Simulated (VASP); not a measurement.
# Al in VASP: single point with PBE

Aim: the single point of Al with PBE.

Program: VASP 6.6.1. These are calculated values, not measurements. Logs are shortened: lines on timing, memory, paths and dates and some standing lists are left out, and cuts for length are marked.

### 1 The cell of the first run

The cell holds a slab with vacuum, 12 atoms: a = 5.680 Å, b = 5.680 Å, c = 30.691 Å, α = 90.00°, β = 90.00°, γ = 120.00°.

### 2 Single point, PBE

INCAR

```
SYSTEM = Al
  ALGO = Normal
  DIPOL = 0.5 0.5 0.682
  EDIFF = 1E-6
  ENCUT = 520
  GGA = PE
  IDIPOL = 3
  ISIF = 2
  ISMEAR = 0
  LASPH = .True.
  LCHARG = .True.
  LDIPOL = .True.
  LELF = .True.
  LREAL = .False.
  LVACPOTAV = .True.
  LVHAR = .True.
  LWAVE = .False.
  NBANDS = 30
  NELM = 100
  PREC = Accurate
  SIGMA = 0.1
```

KPOINTS

```
k-points
0
Gamma
  6 6 1
  0 0 0
```

POSCAR

```
Al
1.0
    5.6802178820      0.0000000000      0.0000000000
   -2.8401089410      4.9192129848      0.0000000000
    0.0000000000      0.0000000000     30.6908449029
Al
12
Direct
    0.0002125410      0.3331040119      0.6076364351
    0.4975195576      0.3312142551      0.6060705570
    0.0020979344      0.8323018365      0.6060758552
    0.5010174733      0.8357927199      0.6060710551
    0.8326931400      0.4997824811      0.6818461391
    0.3344186472      0.5006263285      0.6818467280
    0.8335223121      0.9988991848      0.6818470295
    0.3335438000      0.9997782532      0.6823432293
    0.6668662938      0.6664437153      0.7577415849
    0.1660320235      0.6665340489      0.7576909798
    0.6667791268      0.1655143732      0.7576919269
    0.1678035155      0.1672783503      0.7576917195
```

Potentials or basis: VASP PAW PBE potentials, release 64 (Al).

Command:

```console
$ cat potpaw_PBE.64/Al/POTCAR > POTCAR
$ mpirun -np 1 vasp_std > vasp.out
```

OUTCAR:

```text
SYSTEM = Al
   EDIFF = 1E-6
   ENCUT = 520
   GGA = PE
   ISIF = 2
   ISMEAR = 0
   LASPH = .True.
   LREAL = .False.
   NELM = 100
   PREC = Accurate

 ion  position               nearest neighbor table
   1  0.000  0.333  0.608-   5 2.81   6 2.81   7 2.81   2 2.83   4 2.83   3 2.83   3 2.85   4 2.85
                             2 2.85
   2  0.498  0.331  0.606-   3 2.82   4 2.82   1 2.83   6 2.84   1 2.85   5 2.85   8 2.85   4 2.86
                             3 2.86
   3  0.002  0.832  0.606-   2 2.82   4 2.82   1 2.83   5 2.84   1 2.85   7 2.85   8 2.85   4 2.86
                             2 2.86
   4  0.501  0.836  0.606-   2 2.82   3 2.82   1 2.83   7 2.84   1 2.85   6 2.85   8 2.85   3 2.86
                             2 2.86
   5  0.833  0.500  0.682-   1 2.81   6 2.83   7 2.83   8 2.84   8 2.84   3 2.84   9 2.85  10 2.85
                             7 2.85   6 2.85  11 2.85   2 2.85
   6  0.334  0.501  0.682-   1 2.81   7 2.83   5 2.83   8 2.84   8 2.84   2 2.84   9 2.85  12 2.85
                             5 2.85   7 2.85  10 2.85   4 2.85
   7  0.834  0.999  0.682-   1 2.81   6 2.83   5 2.83   8 2.84   8 2.84   4 2.84   9 2.85  11 2.85
                             5 2.85   6 2.85  12 2.85   3 2.85
   8  0.334  1.000  0.682-  11 2.83  10 2.83  12 2.83   5 2.84   7 2.84   6 2.84   6 2.84   7 2.84
                             5 2.84   3 2.85   2 2.85   4 2.85
   9  0.667  0.666  0.758-  12 2.84  11 2.84  10 2.84  10 2.85  11 2.85  12 2.85   6 2.85   7 2.85
                             5 2.85
  10  0.166  0.667  0.758-   8 2.83   9 2.84  12 2.84  11 2.84  11 2.84  12 2.84   9 2.85   5 2.85
                             6 2.85
  11  0.667  0.166  0.758-   8 2.83   9 2.84  12 2.84  10 2.84  10 2.84  12 2.84   9 2.85   7 2.85
                             5 2.85
  12  0.168  0.167  0.758-   8 2.83   9 2.84  11 2.84  10 2.84  10 2.84  11 2.84   9 2.85   6 2.85
                             7 2.85

  LATTYP: Found a hexagonal cell.
 ALAT       =     5.6802178820
 C/A-ratio  =     5.4031105039

  Lattice vectors:

 A1 = (   5.6802178820,   0.0000000000,   0.0000000000)
 A2 = (  -2.8401089410,   4.9192129848,   0.0000000000)
 A3 = (   0.0000000000,   0.0000000000,  30.6908449029)

Analysis of symmetry for initial positions (statically):
=====================================================================
 Subroutine PRICEL returns:
 Original cell was already a primitive cell.

 Routine SETGRP: Setting up the symmetry group for a
 hexagonal supercell.

 Subroutine GETGRP returns: Found  1 space group operations
 (whereof  1 operations were pure point group operations)
 out of a pool of 24 trial point group operations.

The static configuration has the point symmetry C_1 .

Analysis of symmetry for dynamics (positions and initial velocities):
=====================================================================
 Subroutine PRICEL returns:
 Original cell was already a primitive cell.

 Routine SETGRP: Setting up the symmetry group for a
 hexagonal supercell.

 Subroutine GETGRP returns: Found  1 space group operations
 (whereof  1 operations were pure point group operations)
 out of a pool of 24 trial point group operations.

The dynamic configuration has the point symmetry C_1 .

 Subroutine INISYM returns: Found  1 space group operations
 (whereof  1 operations are pure point group operations),
 and found     1 'primitive' translations

----------------------------------------------------------------------------------------

                                     Primitive cell

  volume of cell :     857.5698

  direct lattice vectors                    reciprocal lattice vectors
     5.680217882  0.000000000  0.000000000     0.176049585  0.101642275  0.000000000
    -2.840108941  4.919212985  0.000000000     0.000000000  0.203284550  0.000000000
     0.000000000  0.000000000 30.690844903     0.000000000  0.000000000  0.032583007

  length of vectors
     5.680217882  5.680217882 30.690844903     0.203284550  0.203284550  0.032583007

  position of ions in fractional coordinates (direct lattice)
     0.000212541  0.333104012  0.607636435
     0.497519558  0.331214255  0.606070557
     0.002097934  0.832301837  0.606075855
     0.501017473  0.835792720  0.606071055
     0.832693140  0.499782481  0.681846139
     0.334418647  0.500626328  0.681846728
     0.833522312  0.998899185  0.681847029
     0.333543800  0.999778253  0.682343229
     0.666866294  0.666443715  0.757741585
     0.166032024  0.666534049  0.757690980
[... 35 lines left out ...]

  Shift w.r.t. Gamma in fractional coordinates (k-lattice)
     0.000000000  0.000000000  0.000000000

 Subroutine IBZKPT returns following result:
 ===========================================

 Found     20 irreducible k-points:

 Following reciprocal coordinates:
            Coordinates               Weight
  0.000000  0.000000  0.000000      1.000000
  0.166667  0.000000  0.000000      2.000000
  0.000000  0.166667  0.000000      2.000000
 -0.166667  0.166667  0.000000      2.000000
  0.333333 -0.000000  0.000000      2.000000
  0.000000  0.333333  0.000000      2.000000
[... 12 lines left out ...]
  0.500000 -0.166667  0.000000      2.000000
  0.333333  0.333333  0.000000      2.000000
   k-points           NKPTS =     20   k-points in BZ     NKDIM =     20   number of bands    NBANDS=     30
   number of dos      NEDOS =    301   number of ions     NIONS =     12
   total plane-waves  NPLWV = 423360
   dimension x,y,z NGX =    42 NGY =   42 NGZ =  240
   dimension x,y,z NGXF=    84 NGYF=   84 NGZF=  480
   ions per type =              12
   NGX,Y,Z   is equivalent  to a cutoff of  12.29, 12.29, 13.00 a.u.
   NGXF,Y,Z  is equivalent  to a cutoff of  24.58, 24.58, 26.00 a.u.
 SYSTEM =  Al
   PREC   = accura    normal or accurate (medium, high low for compatibility)
   ISTART =      0    job   : 0-new  1-cont  2-samecut
   ICHARG =      2    charge: 1-file 2-atom 10-const
   ISPIN  =      1    spin polarized calculation?
   LNONCOLLINEAR =      F non collinear calculations
   LSORBIT =      F    spin-orbit coupling
   LASPH  =      T    aspherical Exc in radial PAW
   ENCUT  =  520.0 eV  38.22 Ry    6.18 a.u.  10.56 10.56 57.06*2*pi/ulx,y,z
   NELM   =    100;   NELMIN=  2; NELMDL= -5     # of ELM steps
   EDIFF  = 0.1E-05   stopping-criterion for ELM
   LREAL  =      F    real-space projection
   EDIFFG = 0.1E-04   stopping-criterion for IOM
   NSW    =      0    number of steps for IOM
   IBRION =     -1    ionic relax: 0-MD 1-quasi-New 2-CG
   NFREE  =      0    steps in history (QN), initial steepest desc. (CG)
   ISIF   =      2    stress and relaxation
   ISYM   =      2    0-nonsym 1-usesym 2-fastsym
   POTIM  = 0.5000    time-step for ionic-motion
   TEBEG  =    0.0;   TEEND  =   0.0 temperature during run
   PSTRESS=    0.0 pullay stress
   NELECT =      36.0000    total number of electrons
   NUPDOWN=      -1.0000    fix difference up-down
   EMIN   =  10.00;   EMAX   =-10.00  energy-range for DOS
   EFERMI =   0.00;   METHOD = LEGACY
   ISMEAR =     0;   SIGMA  =   0.10  broadening in eV -4-tet -1-fermi 0-gaus
   EFERMI_NEDOS =   21; number of points for ismear=-14 and -15
   IALGO  =     38    algorithm
   IMIX   =      4    mixing-type and parameters
     AMIX     =   0.40;   BMIX     =  1.00
     AMIX_MAG =   1.60;   BMIX_MAG =  1.00
  volume/ion in A,a.u.               =      71.46       482.26
  Fermi-wavevector in a.u.,A,eV,Ry     =   0.568965  1.075189  4.404500  0.323722
  Thomas-Fermi vector in A             =   1.608410
   LORBIT       =      0    0 simple, 1 ext, 2 COOP (PROOUT), +10 PAW based schemes
   GGA     = PE    functional components
   LHFCALC =     F    Hartree Fock is set to
   AEXX    =    0.0000 exact exchange contribution
   IVDW    =     0    specifies the selected vdW correction
   LEPSILON=     F    determine dielectric tensor
   LRPA    =     F    only Hartree local field effects (RPA)
 non-spin polarized calculation
 Gauss-broadening in eV      SIGMA  =   0.10
  energy-cutoff  :      520.00
  volume of cell :      857.57
 maximum number of plane-waves:     23140
   NGX = 21   NGY = 21   NGZ =115

 dipolmoment           0.000000      0.000000      0.000097 electrons x Angstroem

 number of electron      36.0000001 magnetization

 dipolmoment           0.000000      0.000000     -0.000351 electrons x Angstroem

 Free energy of the ion-electron system (eV)
  ---------------------------------------------------
  ext. energy  EPLUGINS =         0.00000000
  ---------------------------------------------------
  free energy    TOTEN  =       -42.14267730 eV

  energy without entropy =      -42.10366986  energy(sigma->0) =      -42.12317358

 E-fermi :  -1.1017     XC(G=0):  -2.9280

 val. band max:       -1.1227952970   @ k =  -0.3333   0.5000   0.0000
 cond. band min:      -1.0882221700   @ k =   0.1667   0.1667   0.0000
 fundamental gap:      0.0345731270
 Fermi energy:        -1.1016591029

 k-point     1 :       0.0000    0.0000    0.0000
  band No.  band energies     occupation
      1     -11.7127      2.00000
      2     -10.0283      2.00000
      3      -7.3811      2.00000
      4      -5.7855      2.00000
      5      -5.7771      2.00000
      6      -5.7771      2.00000
[... 649 lines left out ...]
     29       2.3076      0.00000
     30       2.3353      0.00000

------------------------ aborting loop because EDIFF is reached ----------------------------------------

  FORCE on cell =-STRESS in cart. coord.  units (eV):
  Direction    XX          YY          ZZ          XY          YZ          ZX
  --------------------------------------------------------------------------------------
  -------------------------------------------------------------------------------------
  Total       -1.4579894     -1.4579981     -0.8741257     -0.0000052     -0.0001450      0.0002856
  in kB       -2.7239272     -2.7239434     -1.6331084     -0.0000096     -0.0002709      0.0005336
  external PRESSURE =      -2.3603263 kB  Pullay stress =       0.0000000 kB

 VOLUME and BASIS-vectors are now :
 -----------------------------------------------------------------------------
  energy-cutoff  :      520.00
  volume of cell :      857.57
      direct lattice vectors                 reciprocal lattice vectors
     5.680217882  0.000000000  0.000000000     0.176049585  0.101642275  0.000000000
    -2.840108941  4.919212985  0.000000000     0.000000000  0.203284550  0.000000000
     0.000000000  0.000000000 30.690844903     0.000000000  0.000000000  0.032583007

 POSITION                                       TOTAL-FORCE (eV/Angst)
 -----------------------------------------------------------------------------------
     -0.94484      1.63861     18.64888         0.000001      0.000020     -0.090349
      1.88533      1.62931     18.60082         0.025512      0.068839      0.077519
     -2.35191      4.09427     18.60098        -0.072264     -0.012392      0.077048
      0.47215      4.11144     18.60083         0.046737     -0.056451      0.077515
      3.31044      2.45854     20.92643        -0.004226     -0.000143      0.046653
      0.47774      2.46269     20.92645         0.001752      0.003701      0.046428
      1.89761      4.91380     20.92646         0.002281     -0.003402      0.046546
     -0.94488      4.91812     20.94169         0.000094     -0.000129     -0.053847
      1.89517      3.27838     23.25573         0.000162     -0.000025     -0.061218
     -0.94993      3.27882     23.25418         0.013008     -0.017448     -0.055414
      3.31737      0.81420     23.25421         0.008641      0.019980     -0.055443
      0.47807      0.82288     23.25420        -0.021699     -0.002550     -0.055438
 -----------------------------------------------------------------------------------
    total drift:                               -0.000008      0.000005     -0.000021

  FREE ENERGIE OF THE ION-ELECTRON SYSTEM (eV)
  ---------------------------------------------------
  free  energy   TOTEN  =       -42.1426772960 eV

  energy  without entropy=      -42.1036698631  energy(sigma->0) =      -42.12317358

 vacuum level on the upper side and lower side of the slab         2.762         2.764
```

Run time: 13 min. Hardware: 1 thread of AMD EPYC 9R45 (Zen 5), shared host; peak memory 0.95 GiB.

Results:

* Free energy: -42.1427 eV
* Largest force: 0.107 eV/Å
* Band gap on the k mesh: zero (band 18 reaches -0.96 eV, above the bottom of band 19 at -1.90 eV)

Forces on the atoms (eV/Å):
```
Al   0.000  0.000 -0.090
Al   0.026  0.069  0.078
Al  -0.072 -0.012  0.077
Al   0.047 -0.056  0.078
Al  -0.004  0.000  0.047
Al   0.002  0.004  0.046
Al   0.002 -0.003  0.047
Al   0.000  0.000 -0.054
Al   0.000  0.000 -0.061
Al   0.013 -0.017 -0.055
Al   0.009  0.020 -0.055
Al  -0.022 -0.003 -0.055
```

Levels at points of the mesh, in eV from the Fermi level:
```tsv
k point	band 16	band 17	band 18	band 19	band 20	band 21
(0.00, 0.00, 0.00)	-2.71	-0.43	-0.43	-0.41	-0.22	-0.18
(0.50, 0.00, 0.00)	-0.42	-0.14	-0.13	0.98	0.99	1.28
(0.00, 0.50, 0.00)	-0.42	-0.14	-0.13	0.98	0.99	1.28
(0.50, 0.50, 0.00)	-0.42	-0.14	-0.13	0.98	0.99	1.28
```
